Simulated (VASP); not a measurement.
AlN (nc): single point with PBEsol

AlN (nc):

```
Al N
1.0
     0.00000    2.00157    2.00157
     2.00157    0.00000    2.00157
     2.00157    2.00157    0.00000
Al N
1 1
Cartesian
  2.0016 2.0016 2.0016
  0.0000 0.0000 0.0000
```

This cell differs from its parent crystal: volume scaled by 0.97.

* Program: VASP 6.6.1
* Task: single point
* Functional: PBEsol
* Potentials or basis: VASP PAW PBE potentials, release 64 (Al, N)
* Cutoff: 600 eV
* k mesh: 10 × 10 × 10
* Occupations: gaussian, width 0.02 eV
* Spin: no spin polarisation
* Dipole correction: no
* Further INCAR settings: ALGO = Normal; EDIFF = 1e-06; NBANDS = 11

The pressure is 8.5 GPa and the band gap on the k mesh is 4.84 eV, indirect (least direct gap 6.11 eV).

Levels at points of the mesh, in eV from the valence-band top:
```
           k point  band 2  band 3  band 4  band 5  band 6  band 7
(0.00, 0.00, 0.00)    0.00    0.00    0.00    6.11   12.12   12.12
(0.50, 0.00, 0.00)   -8.56   -1.15   -1.15    6.23   11.15   11.15
(0.50, 0.50, 0.00)   -7.65   -2.90   -2.90    4.84    5.08   14.34
```

Run time: 12 s on 1 thread of Intel Xeon 8259CL (shared host), peak memory 0.14 GiB.

Caveat: the PAW data sets were made with another functional, which shifts forces and pressure a little. A k mesh can miss the band edges.
